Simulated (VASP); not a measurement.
# Li2TiO2 in VASP: further runs

The runs below take Li2TiO2 through single point, with PBE.

All numbers are computed with VASP 6.6.1; they aren't measurements. Logs are shortened: lines on timing, memory, paths and dates and some standing lists are left out, and cuts for length are marked.

## 1. The cell of the first run

The typed cell holds 10 atoms: a = 3.881 Å, b = 5.264 Å, c = 5.841 Å, α = 106.11°, β = 90.01°, γ = 111.63°.

## 2. Single point, PBE

Input file INCAR:

```
ALGO = Normal ; EDIFF = 1E-6
ENCUT = 520 ; GGA = PE
ISIF = 2 ; ISMEAR = 0
LASPH = T ; LCHARG = F
LREAL = F ; LWAVE = F
NBANDS = 41 ; NELM = 80
PREC = Accurate ; SIGMA = 0.2
```

Input file KPOINTS:

```
k-points
0
Gamma
  6 6 4
```

Input file POSCAR:

```
Li2TiO2
1.0
   -0.0000598472      3.8808423672     -0.0000663571
   -1.4610412591     -1.9403352619      4.6702864985
    5.8413637711     -0.0010878019     -0.0004901045
Li Ti O
4 2 4
Direct
    0.3049547915      0.6099198036      0.1524786588
    0.3049580162      0.6099178483      0.6524811741
    0.6950456556      0.3900834625      0.3475247203
    0.6950394128      0.3900795376      0.8475193645
    0.9999995686     -0.0000002382      0.4999948212
    0.0000007137     -0.0000005388     -0.0000048584
    0.8551872384      0.7103531095      0.1775564764
    0.8551818990      0.7103536329      0.6775562210
    0.1448100318      0.2896439004      0.3224468162
    0.1448226723      0.2896494822      0.8224466061
```

Potentials or basis: VASP PAW PBE potentials, release 64 (Li_sv, Ti_sv, O).

Started as:

```
> cat potpaw_PBE.64/Li_sv/POTCAR potpaw_PBE.64/Ti_sv/POTCAR potpaw_PBE.64/O/POTCAR > POTCAR
> mpirun -np 1 vasp_std > vasp.out
```

OUTCAR:

```text
EDIFF = 1E-6
   ENCUT = 520
   GGA = PE
   ISIF = 2
   ISMEAR = 0
   LASPH = T
   LREAL = F
   NELM = 80
   PREC = Accurate

 ion  position               nearest neighbor table
   1  0.305  0.610  0.152-   7 2.00   7 2.00  10 2.09   9 2.09
   2  0.305  0.610  0.652-   8 2.00   8 2.00   9 2.09  10 2.09
   3  0.695  0.390  0.348-   9 2.00   9 2.00   8 2.09   7 2.09
   4  0.695  0.390  0.848-  10 2.00  10 2.00   7 2.09   8 2.09
   5  1.000  1.000  0.500-   7 1.99  10 1.99   9 1.99   8 1.99   6 2.92   6 2.92
   6  0.000  1.000  1.000-   8 1.99   9 1.99  10 1.99   7 1.99   5 2.92   5 2.92
   7  0.855  0.710  0.178-   5 1.99   6 1.99   1 2.00   1 2.00   4 2.09   3 2.09
   8  0.855  0.710  0.678-   6 1.99   5 1.99   2 2.00   2 2.00   3 2.09   4 2.09
   9  0.145  0.290  0.322-   6 1.99   5 1.99   3 2.00   3 2.00   2 2.09   1 2.09
  10  0.145  0.290  0.822-   5 1.99   6 1.99   4 2.00   4 2.00   1 2.09   2 2.09

  LATTYP: Found a triclinic cell.
 ALAT       =     5.2641561943
 B/A-ratio  =     0.7372202163
 C/A-ratio  =     1.1096486649
 COS(alpha) =     0.0002016437
 COS(beta)  =     0.2776996414
 COS(gamma) =     0.3686155408

  Lattice vectors:

 A1 = (  -1.4611011063,   1.9405071053,   4.6702201414)
 A2 = (  -0.0000598472,   3.8808423672,  -0.0000663571)
 A3 = (  -5.8413637711,   0.0010878019,   0.0004901045)

Analysis of symmetry for initial positions (statically):
=====================================================================
 Subroutine PRICEL returns:
 Original cell was already a primitive cell.

 Routine SETGRP: Setting up the symmetry group for a
 triclinic supercell.

 Subroutine GETGRP returns: Found  1 space group operations
 (whereof  1 operations were pure point group operations)
 out of a pool of  2 trial point group operations.

The static configuration has the point symmetry C_1 .

Analysis of symmetry for dynamics (positions and initial velocities):
=====================================================================
 Subroutine PRICEL returns:
 Original cell was already a primitive cell.

 Routine SETGRP: Setting up the symmetry group for a
 triclinic supercell.

 Subroutine GETGRP returns: Found  1 space group operations
 (whereof  1 operations were pure point group operations)
 out of a pool of  2 trial point group operations.

The dynamic configuration has the point symmetry C_1 .

 Subroutine INISYM returns: Found  1 space group operations
 (whereof  1 operations are pure point group operations),
 and found     1 'primitive' translations

----------------------------------------------------------------------------------------

                                     Primitive cell

  volume of cell :     105.8691

  direct lattice vectors                    reciprocal lattice vectors
    -0.000059847  3.880842367 -0.000066357     0.000056970  0.257677848  0.107073656
    -1.461041259 -1.940335262  4.670286499     0.000017966  0.000003662  0.214126768
     5.841363771 -0.001087802 -0.000490104     0.171197394  0.000003556  0.053558461

  length of vectors
     3.880842368  5.264135111  5.841363893     0.279038786  0.214126769  0.179379643

  position of ions in fractional coordinates (direct lattice)
     0.304954792  0.609919804  0.152478659
     0.304958016  0.609917848  0.652481174
     0.695045656  0.390083463  0.347524720
     0.695039413  0.390079538  0.847519365
     0.999999569  0.999999762  0.499994821
     0.000000714  0.999999461  0.999995142
     0.855187238  0.710353109  0.177556476
     0.855181899  0.710353633  0.677556221
     0.144810032  0.289643900  0.322446816
     0.144822672  0.289649482  0.822446606

  ion indices of the primitive-cell ions
   primitive index   ion index
                 1           1
                 2           2
                 3           3
                 4           4
                 5           5
                 6           6
                 7           7
                 8           8
                 9           9
                10          10

----------------------------------------------------------------------------------------

 KPOINTS: k-points

Automatic generation of k-mesh.
 Grid dimensions read from file:
 generate k-points for:    6    6    4

 Generating k-lattice:

  Cartesian coordinates                     Fractional coordinates (reciprocal lattice)
     0.000009495  0.042946308  0.017845609     0.166666667 -0.000000000  0.000000000
     0.000002994  0.000000610  0.035687795     0.000000000  0.166666667  0.000000000
     0.042799348  0.000000889  0.013389615     0.000000000 -0.000000000  0.250000000

  Length of vectors
     0.046506464  0.035687795  0.044844911

  Shift w.r.t. Gamma in fractional coordinates (k-lattice)
     0.000000000  0.000000000  0.000000000

 Subroutine IBZKPT returns following result:
 ===========================================

 Found     76 irreducible k-points:

 Following reciprocal coordinates:
            Coordinates               Weight
  0.000000  0.000000  0.000000      1.000000
  0.166667 -0.000000  0.000000      2.000000
  0.333333 -0.000000  0.000000      2.000000
  0.500000  0.000000 -0.000000      1.000000
  0.000000  0.166667  0.000000      2.000000
  0.166667  0.166667  0.000000      2.000000
[... 16 lines left out ...]
  0.333333 -0.000000  0.250000      2.000000
  0.500000  0.000000  0.250000      2.000000
 [... further k-points ...]
   k-points           NKPTS =     76   k-points in BZ     NKDIM =     76   number of bands    NBANDS=     41
   number of dos      NEDOS =    301   number of ions     NIONS =     10
   total plane-waves  NPLWV =  57600
   dimension x,y,z NGX =    30 NGY =   40 NGZ =   48
   dimension x,y,z NGXF=    60 NGYF=   80 NGZF=   96
   ions per type =               4   2   4
   NGX,Y,Z   is equivalent  to a cutoff of  12.85, 12.63, 13.66 a.u.
   NGXF,Y,Z  is equivalent  to a cutoff of  25.70, 25.26, 27.32 a.u.
 SYSTEM =  unknown system
   PREC   = accura    normal or accurate (medium, high low for compatibility)
   ISTART =      0    job   : 0-new  1-cont  2-samecut
   ICHARG =      2    charge: 1-file 2-atom 10-const
   ISPIN  =      1    spin polarized calculation?
   LNONCOLLINEAR =      F non collinear calculations
   LSORBIT =      F    spin-orbit coupling
   LASPH  =      T    aspherical Exc in radial PAW
   ENCUT  =  520.0 eV  38.22 Ry    6.18 a.u.   7.22  9.79 10.86*2*pi/ulx,y,z
   NELM   =     80;   NELMIN=  2; NELMDL= -5     # of ELM steps
   EDIFF  = 0.1E-05   stopping-criterion for ELM
   LREAL  =      F    real-space projection
   EDIFFG = 0.1E-04   stopping-criterion for IOM
   NSW    =      0    number of steps for IOM
   IBRION =     -1    ionic relax: 0-MD 1-quasi-New 2-CG
   NFREE  =      0    steps in history (QN), initial steepest desc. (CG)
   ISIF   =      2    stress and relaxation
   ISYM   =      2    0-nonsym 1-usesym 2-fastsym
   POTIM  = 0.5000    time-step for ionic-motion
   TEBEG  =    0.0;   TEEND  =   0.0 temperature during run
   PSTRESS=    0.0 pullay stress
   NELECT =      60.0000    total number of electrons
   NUPDOWN=      -1.0000    fix difference up-down
   EMIN   =  10.00;   EMAX   =-10.00  energy-range for DOS
   EFERMI =   0.00;   METHOD = LEGACY
   ISMEAR =     0;   SIGMA  =   0.20  broadening in eV -4-tet -1-fermi 0-gaus
   EFERMI_NEDOS =   21; number of points for ismear=-14 and -15
   IALGO  =     38    algorithm
   IMIX   =      4    mixing-type and parameters
     AMIX     =   0.40;   BMIX     =  1.00
     AMIX_MAG =   1.60;   BMIX_MAG =  1.00
  volume/ion in A,a.u.               =      10.59        71.44
  Fermi-wavevector in a.u.,A,eV,Ry     =   1.354780  2.560163 24.972530  1.835429
  Thomas-Fermi vector in A             =   2.481923
   LORBIT       =      0    0 simple, 1 ext, 2 COOP (PROOUT), +10 PAW based schemes
   GGA     = PE    functional components
   LHFCALC =     F    Hartree Fock is set to
   AEXX    =    0.0000 exact exchange contribution
   IVDW    =     0    specifies the selected vdW correction
   LEPSILON=     F    determine dielectric tensor
   LRPA    =     F    only Hartree local field effects (RPA)
 non-spin polarized calculation
 Gauss-broadening in eV      SIGMA  =   0.20
  energy-cutoff  :      520.00
  volume of cell :      105.87
 maximum number of plane-waves:      2876
 NGX is ok and might be reduce to    30
   NGX = 15   NGY = 19   NGZ = 21

 number of electron      60.0000001 magnetization

 Free energy of the ion-electron system (eV)
  ---------------------------------------------------
  ext. energy  EPLUGINS =         0.00000000
  ---------------------------------------------------
  free energy    TOTEN  =       -64.04330749 eV

  energy without entropy =      -63.95761718  energy(sigma->0) =      -64.00046233

 E-fermi :   6.0527     XC(G=0): -10.2650

 val. band max:        6.0501397193   @ k =   0.3333   0.3333  -0.0000
 cond. band min:       6.0532112625   @ k =   0.3333   0.1667   0.2500
 fundamental gap:      0.0030715432
 Fermi energy:         6.0527182767

 k-point     1 :       0.0000    0.0000    0.0000
  band No.  band energies     occupation
      1     -52.1859      2.00000
      2     -52.1384      2.00000
      3     -40.3846      2.00000
      4     -40.3381      2.00000
      5     -40.3377      2.00000
      6     -40.3151      2.00000
[... 33 lines left out ...]
     40       9.8055      0.00000
     41       9.8268      0.00000

 k-point     2 :       0.1667   -0.0000    0.0000
  band No.  band energies     occupation
      1     -52.1857      2.00000
      2     -52.1382      2.00000
      3     -40.3797      2.00000
      4     -40.3378      2.00000
      5     -40.3374      2.00000
      6     -40.3194      2.00000
[... 957 lines left out ...]
     40       9.7411      0.00000
     41      11.3029      0.00000

 k-point    24 :       0.5000    0.0000    0.2500
  band No.  band energies     occupation
      1     -52.1782      2.00000
      2     -52.1447      2.00000
      3     -40.3473      2.00000
      4     -40.3468      2.00000
      5     -40.3387      2.00000
      6     -40.3383      2.00000
[... 33 lines left out ...]
     40       9.5726      0.00000
     41      11.4193      0.00000

 [... further k-points ...]
[... 5 lines left out ...]
  --------------------------------------------------------------------------------------
  -------------------------------------------------------------------------------------
  Total        0.2270470     -0.0218853      0.1455937      0.0065717      0.0022771      0.0083691
  in kB        3.4360311     -0.3312032      2.2033519      0.0994530      0.0344600      0.1266549
  external PRESSURE =       1.7693933 kB  Pullay stress =       0.0000000 kB

 VOLUME and BASIS-vectors are now :
 -----------------------------------------------------------------------------
  energy-cutoff  :      520.00
  volume of cell :      105.87
      direct lattice vectors                 reciprocal lattice vectors
    -0.000059847  3.880842367 -0.000066357     0.000056970  0.257677848  0.107073656
    -1.461041259 -1.940335262  4.670286499     0.000017966  0.000003662  0.214126768
     5.841363771 -0.001087802 -0.000490104     0.171197394  0.000003556  0.053558461

 POSITION                                       TOTAL-FORCE (eV/Angst)
 -----------------------------------------------------------------------------------
     -0.00045     -0.00013      2.84841         0.000244      0.000592     -0.007381
      2.92025     -0.00066      2.84815         0.000224      0.000467     -0.007403
      1.46005      1.94009      1.82159        -0.000280     -0.000582      0.007393
      4.38071      1.93953      1.82132        -0.000192     -0.000419      0.007394
      1.45955      1.93996      4.66997         0.000385      0.000026      0.000012
      4.38029     -1.94142      4.66979         0.000278     -0.000029      0.000062
     -0.00073      1.94033      3.31741         0.000071     -0.000306     -0.049746
      2.91995      1.93976      3.31717         0.000056     -0.000153     -0.049765
      1.46034     -0.00037      1.35255        -0.000433      0.000320      0.049883
      4.38101     -0.00088      1.35233        -0.000353      0.000084      0.049551
 -----------------------------------------------------------------------------------
    total drift:                               -0.000001      0.000019     -0.000030

  FREE ENERGIE OF THE ION-ELECTRON SYSTEM (eV)
  ---------------------------------------------------
  free  energy   TOTEN  =       -64.0433074929 eV

  energy  without entropy=      -63.9576171761  energy(sigma->0) =      -64.00046233
```

Wall time 5.6 min (1 thread of Intel Xeon Platinum 8375C at 2.90GHz (Ice Lake), shared host); peak memory 0.4 GiB.

Results:

```yaml
Free_energy: -64.0433 eV
Largest_force: 0.050 eV/Å
Band_gap_on_the_k_mesh: zero (bands 30 and 31 overlap by 0.57 eV)
```

Forces on the atoms (eV/Å):
```
Li   0.000  0.001 -0.007
Li   0.000  0.000 -0.007
Li   0.000 -0.001  0.007
Li   0.000  0.000  0.007
Ti   0.000  0.000  0.000
Ti   0.000  0.000  0.000
O    0.000  0.000 -0.050
O    0.000  0.000 -0.050
O    0.000  0.000  0.050
O    0.000  0.000  0.050
```

Caveat: the cutoff is under 1.25 times the usual one of these potentials, so pressure, stress and relaxed cells hold a basis-set (Pulay) error.

[end of part 1 of 2]
